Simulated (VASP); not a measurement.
# Ag2O (Pn-3m) in VASP: notebook

The runs below take Ag2O through single point, with r2SCAN.

Program: VASP 6.6.1. These are calculated values, not measurements. Logs are shortened: lines on timing, memory, paths and dates and some standing lists are left out, and cuts for length are marked.

### Step 1. The cell of the first run

The structure is cubic, space group Pn-3m (No. 224). The conventional cell has a = 4.756 Å, b = 4.756 Å, c = 4.756 Å, α = 90.00°, β = 90.00°, γ = 90.00°. Ag (site symmetry -3m) has 2 O at 2.06 Å within 2.7 Å. O (site symmetry -43m) has 4 Ag at 2.06 Å within 2.7 Å.

### Step 2. Single point, r2SCAN

POSCAR

```
Ag2O
1.0
    4.7562195589      0.0000000000      0.0000000000
    0.0000000000      4.7562195589      0.0000000000
    0.0000000000      0.0000000000      4.7562195589
Ag O
4 2
Direct
    0.2500000000      0.2500000000      0.2500000000
    0.2500000000      0.7500000000      0.7500000000
    0.7500000000      0.7500000000      0.2500000000
    0.7500000000      0.2500000000      0.7500000000
    0.0000000000      0.0000000000      0.0000000000
    0.5000000000      0.5000000000      0.5000000000
```

INCAR.step1

```
PREC = Accurate
ENCUT = 660
ISMEAR = 0
SIGMA = 0.01
LREAL = False
LASPH = True
NELM = 120
NBANDS = 37
GGA = PE
ALGO = Normal
EDIFF = 1E-5
LWAVE = True
LCHARG = False
GGA_COMPAT = False
```

INCAR.step2

```
PREC = Accurate
ENCUT = 660
EDIFF = 1E-6
ISMEAR = 0
SIGMA = 0.01
LREAL = False
LASPH = True
NELM = 120
ALGO = Normal
ISIF = 2
LWAVE = False
LCHARG = True
METAGGA = R2SCAN
LMIXTAU = True
LELF = True
LVHAR = True
NBANDS = 37
ISTART = 1
GGA_COMPAT = False
```

KPOINTS

```
Automatic mesh
0
Gamma
  8 8 8
```

Potentials or basis: VASP PAW PBE potentials, release 64 (Ag, O).

Run with:

```
$ cat potpaw_PBE.64/Ag/POTCAR potpaw_PBE.64/O/POTCAR > POTCAR
$ cp INCAR.step1 INCAR
$ mpirun -np 1 vasp_std > vasp.out
$ cp INCAR.step2 INCAR
$ mpirun -np 1 vasp_std > vasp.out
```

OUTCAR:

```text
PREC = Accurate
   ENCUT = 660
   EDIFF = 1E-6
   ISMEAR = 0
   LREAL = False
   LASPH = True
   NELM = 120
   ISIF = 2
   METAGGA = R2SCAN
   ISTART = 1

 ion  position               nearest neighbor table
   1  0.250  0.250  0.250-   5 2.06   6 2.06   4 3.36   2 3.36   3 3.36   2 3.36   4 3.36   2 3.36
                             3 3.36   2 3.36   3 3.36   4 3.36   4 3.36   3 3.36
   2  0.250  0.750  0.750-   5 2.06   6 2.06   4 3.36   1 3.36   3 3.36   1 3.36   3 3.36   1 3.36
                             4 3.36   1 3.36   3 3.36   4 3.36   3 3.36   4 3.36
   3  0.750  0.750  0.250-   5 2.06   6 2.06   4 3.36   1 3.36   2 3.36   2 3.36   4 3.36   1 3.36
                             4 3.36   4 3.36   1 3.36   2 3.36   2 3.36   1 3.36
   4  0.750  0.250  0.750-   5 2.06   6 2.06   3 3.36   1 3.36   2 3.36   1 3.36   3 3.36   2 3.36
                             3 3.36   3 3.36   1 3.36   2 3.36   1 3.36   2 3.36
   5  0.000  0.000  0.000-   1 2.06   2 2.06   3 2.06   4 2.06
   6  0.500  0.500  0.500-   1 2.06   2 2.06   3 2.06   4 2.06

  LATTYP: Found a simple cubic cell.
 ALAT       =     4.7562195589

  Lattice vectors:

 A1 = (   4.7562195589,   0.0000000000,   0.0000000000)
 A2 = (   0.0000000000,   4.7562195589,   0.0000000000)
 A3 = (   0.0000000000,   0.0000000000,   4.7562195589)

Analysis of symmetry for initial positions (statically):
=====================================================================
 Subroutine PRICEL returns:
 Original cell was already a primitive cell.

 Routine SETGRP: Setting up the symmetry group for a
 simple cubic supercell.

 Subroutine GETGRP returns: Found 48 space group operations
 (whereof 24 operations were pure point group operations)
 out of a pool of 48 trial point group operations.

The static configuration has the point symmetry T_d .
 The point group associated with its full space group is O_h .

Analysis of symmetry for dynamics (positions and initial velocities):
=====================================================================
 Subroutine PRICEL returns:
 Original cell was already a primitive cell.

 Routine SETGRP: Setting up the symmetry group for a
 simple cubic supercell.

 Subroutine GETGRP returns: Found 48 space group operations
 (whereof 24 operations were pure point group operations)
 out of a pool of 48 trial point group operations.

The dynamic configuration has the point symmetry T_d .
 The point group associated with its full space group is O_h .

 Subroutine INISYM returns: Found 48 space group operations
 (whereof 24 operations are pure point group operations),
 and found     1 'primitive' translations

----------------------------------------------------------------------------------------

                                     Primitive cell

  volume of cell :     107.5934

  direct lattice vectors                    reciprocal lattice vectors
     4.756219559  0.000000000  0.000000000     0.210251017  0.000000000  0.000000000
     0.000000000  4.756219559  0.000000000     0.000000000  0.210251017  0.000000000
     0.000000000  0.000000000  4.756219559     0.000000000  0.000000000  0.210251017

  length of vectors
     4.756219559  4.756219559  4.756219559     0.210251017  0.210251017  0.210251017

  position of ions in fractional coordinates (direct lattice)
     0.250000000  0.250000000  0.250000000
     0.250000000  0.750000000  0.750000000
     0.750000000  0.750000000  0.250000000
     0.750000000  0.250000000  0.750000000
     0.000000000  0.000000000  0.000000000
     0.500000000  0.500000000  0.500000000

  ion indices of the primitive-cell ions
   primitive index   ion index
                 1           1
                 2           2
                 3           3
                 4           4
                 5           5
                 6           6

----------------------------------------------------------------------------------------

 KPOINTS: Automatic mesh

Automatic generation of k-mesh.
 Grid dimensions read from file:
 generate k-points for:    8    8    8

 Generating k-lattice:

  Cartesian coordinates                     Fractional coordinates (reciprocal lattice)
     0.026281377  0.000000000  0.000000000     0.125000000  0.000000000  0.000000000
     0.000000000  0.026281377  0.000000000     0.000000000  0.125000000  0.000000000
     0.000000000  0.000000000  0.026281377     0.000000000  0.000000000  0.125000000

  Length of vectors
     0.026281377  0.026281377  0.026281377

  Shift w.r.t. Gamma in fractional coordinates (k-lattice)
     0.000000000  0.000000000  0.000000000

 Subroutine IBZKPT returns following result:
 ===========================================

 Found     35 irreducible k-points:

 Following reciprocal coordinates:
            Coordinates               Weight
  0.000000  0.000000  0.000000      1.000000
  0.125000  0.000000  0.000000      6.000000
  0.250000  0.000000  0.000000      6.000000
  0.375000  0.000000  0.000000      6.000000
  0.500000  0.000000  0.000000      3.000000
  0.125000  0.125000  0.000000     12.000000
[... 16 lines left out ...]
  0.375000  0.375000  0.125000     24.000000
  0.500000  0.375000  0.125000     24.000000
 [... further k-points ...]
   k-points           NKPTS =     35   k-points in BZ     NKDIM =     35   number of bands    NBANDS=     37
   number of dos      NEDOS =    301   number of ions     NIONS =      6
   total plane-waves  NPLWV =  64000
   dimension x,y,z NGX =    40 NGY =   40 NGZ =   40
   dimension x,y,z NGXF=    80 NGYF=   80 NGZF=   80
   ions per type =               4   2
   NGX,Y,Z   is equivalent  to a cutoff of  13.98, 13.98, 13.98 a.u.
   NGXF,Y,Z  is equivalent  to a cutoff of  27.96, 27.96, 27.96 a.u.
 SYSTEM =  unknown system
   PREC   = accura    normal or accurate (medium, high low for compatibility)
   ISTART =      1    job   : 0-new  1-cont  2-samecut
   ICHARG =      0    charge: 1-file 2-atom 10-const
   ISPIN  =      1    spin polarized calculation?
   LNONCOLLINEAR =      F non collinear calculations
   LSORBIT =      F    spin-orbit coupling
   LASPH  =      T    aspherical Exc in radial PAW
   ENCUT  =  660.0 eV  48.51 Ry    6.96 a.u.   9.96  9.96  9.96*2*pi/ulx,y,z
   NELM   =    120;   NELMIN=  2; NELMDL=  0     # of ELM steps
   EDIFF  = 0.1E-05   stopping-criterion for ELM
   LREAL  =      F    real-space projection
   EDIFFG = 0.1E-04   stopping-criterion for IOM
   NSW    =      0    number of steps for IOM
   IBRION =     -1    ionic relax: 0-MD 1-quasi-New 2-CG
   NFREE  =      0    steps in history (QN), initial steepest desc. (CG)
   ISIF   =      2    stress and relaxation
   ISYM   =      2    0-nonsym 1-usesym 2-fastsym
   POTIM  = 0.5000    time-step for ionic-motion
   TEBEG  =    0.0;   TEEND  =   0.0 temperature during run
   PSTRESS=    0.0 pullay stress
   NELECT =      56.0000    total number of electrons
   NUPDOWN=      -1.0000    fix difference up-down
   EMIN   =  10.00;   EMAX   =-10.00  energy-range for DOS
   EFERMI =   0.00;   METHOD = LEGACY
   ISMEAR =     0;   SIGMA  =   0.01  broadening in eV -4-tet -1-fermi 0-gaus
   EFERMI_NEDOS =   21; number of points for ismear=-14 and -15
   IALGO  =     38    algorithm
   IMIX   =      4    mixing-type and parameters
     AMIX     =   0.40;   BMIX     =  1.00
     AMIX_MAG =   1.60;   BMIX_MAG =  1.00
  volume/ion in A,a.u.               =      17.93       121.01
  Fermi-wavevector in a.u.,A,eV,Ry     =   1.316868  2.488520 23.594429  1.734142
  Thomas-Fermi vector in A             =   2.446950
   LORBIT       =      0    0 simple, 1 ext, 2 COOP (PROOUT), +10 PAW based schemes
   METAGGA = R2SCAN    functional components
   LHFCALC =     F    Hartree Fock is set to
   AEXX    =    0.0000 exact exchange contribution
   IVDW    =     0    specifies the selected vdW correction
   LEPSILON=     F    determine dielectric tensor
   LRPA    =     F    only Hartree local field effects (RPA)
 non-spin polarized calculation
 Gauss-broadening in eV      SIGMA  =   0.01
  energy-cutoff  :      660.00
  volume of cell :      107.59
 maximum number of plane-waves:      4224
 NGX is ok and might be reduce to    40
   NGX = 19   NGY = 19   NGZ = 19

 number of electron      55.9999995 magnetization

 Free energy of the ion-electron system (eV)
  ---------------------------------------------------
  ext. energy  EPLUGINS =         0.00000000
  ---------------------------------------------------
  free energy    TOTEN  =       -98.36079091 eV

  energy without entropy =      -98.36079091  energy(sigma->0) =      -98.36079091

 E-fermi :   4.3393     XC(G=0): -10.9620

 val. band max:        4.1937866704   @ k =   0.0000   0.0000   0.0000
 cond. band min:       4.4315889547   @ k =   0.0000   0.0000   0.0000
 fundamental gap:      0.2378022842
 Fermi energy:         4.3393451248

 k-point     1 :       0.0000    0.0000    0.0000
  band No.  band energies     occupation
      1     -15.5562      2.00000
      2     -14.9238      2.00000
      3      -2.6245      2.00000
      4      -2.6245      2.00000
      5      -2.6245      2.00000
      6      -0.3259      2.00000
[... 29 lines left out ...]
     36      13.3176      0.00000
     37      13.3451      0.00000

 k-point     2 :       0.1250    0.0000    0.0000
  band No.  band energies     occupation
      1     -15.5332      2.00000
      2     -14.9491      2.00000
      3      -2.5714      2.00000
      4      -2.5714      2.00000
      5      -2.5509      2.00000
      6      -0.2570      2.00000
[... 29 lines left out ...]
     36      13.0971      0.00000
     37      13.0971      0.00000

 k-point     3 :       0.2500    0.0000    0.0000
  band No.  band energies     occupation
      1     -15.4675      2.00000
      2     -15.0207      2.00000
      3      -2.4215      2.00000
      4      -2.4215      2.00000
      5      -2.3358      2.00000
      6      -0.5720      2.00000
[... 29 lines left out ...]
     36      12.6648      0.00000
     37      12.6648      0.00000
[... 761 lines left out ...]
 k-point    23 :       0.3750    0.3750    0.1250
  band No.  band energies     occupation
      1     -15.3430      2.00000
      2     -15.1426      2.00000
      3      -2.3327      2.00000
      4      -2.2293      2.00000
      5      -1.8137      2.00000
      6      -1.2407      2.00000
[... 29 lines left out ...]
     36      13.8110      0.00000
     37      13.9492      0.00000

 k-point    24 :       0.5000    0.3750    0.1250
  band No.  band energies     occupation
      1     -15.3403      2.00000
      2     -15.1440      2.00000
      3      -2.2785      2.00000
      4      -2.2754      2.00000
      5      -1.8768      2.00000
      6      -1.1596      2.00000
[... 29 lines left out ...]
     36      13.3551      0.00000
     37      14.0488      0.00000

 [... further k-points ...]
[... 5 lines left out ...]
  --------------------------------------------------------------------------------------
  -------------------------------------------------------------------------------------
  Total       -0.1034363     -0.1034363     -0.1034363     -0.0000000      0.0000000     -0.0000000
  in kB       -1.5402740     -1.5402740     -1.5402740     -0.0000000      0.0000000     -0.0000000
  external PRESSURE =      -1.5402740 kB  Pullay stress =       0.0000000 kB

 VOLUME and BASIS-vectors are now :
 -----------------------------------------------------------------------------
  energy-cutoff  :      660.00
  volume of cell :      107.59
      direct lattice vectors                 reciprocal lattice vectors
     4.756219559  0.000000000  0.000000000     0.210251017  0.000000000  0.000000000
     0.000000000  4.756219559  0.000000000     0.000000000  0.210251017  0.000000000
     0.000000000  0.000000000  4.756219559     0.000000000  0.000000000  0.210251017

 POSITION                                       TOTAL-FORCE (eV/Angst)
 -----------------------------------------------------------------------------------
      1.18905      1.18905      1.18905         0.000000     -0.000000     -0.000000
      1.18905      3.56716      3.56716        -0.000000      0.000000      0.000000
      3.56716      3.56716      1.18905         0.000000      0.000000      0.000000
      3.56716      1.18905      3.56716         0.000000      0.000000     -0.000000
      0.00000      0.00000      0.00000        -0.000000     -0.000000      0.000000
      2.37811      2.37811      2.37811        -0.000000     -0.000000      0.000000
 -----------------------------------------------------------------------------------
    total drift:                                0.000000      0.000000     -0.000000

  FREE ENERGIE OF THE ION-ELECTRON SYSTEM (eV)
  ---------------------------------------------------
  free  energy   TOTEN  =       -98.3607909146 eV

  energy  without entropy=      -98.3607909146  energy(sigma->0) =      -98.36079091
```

It took 8 min on 1 thread of Oxide Virtual Turin-like, shared host; peak memory 0.32 GiB.

What came out:

- Free energy: -98.3608 eV
- Pressure: -0.2 GPa
- Band gap on the k mesh: 0.24 eV

Caveat: semilocal functionals underestimate gaps, and a narrow one can read as zero; the PAW data sets were made with another functional, which shifts forces and pressure a little.

(Part 1 of 2 ends here.)
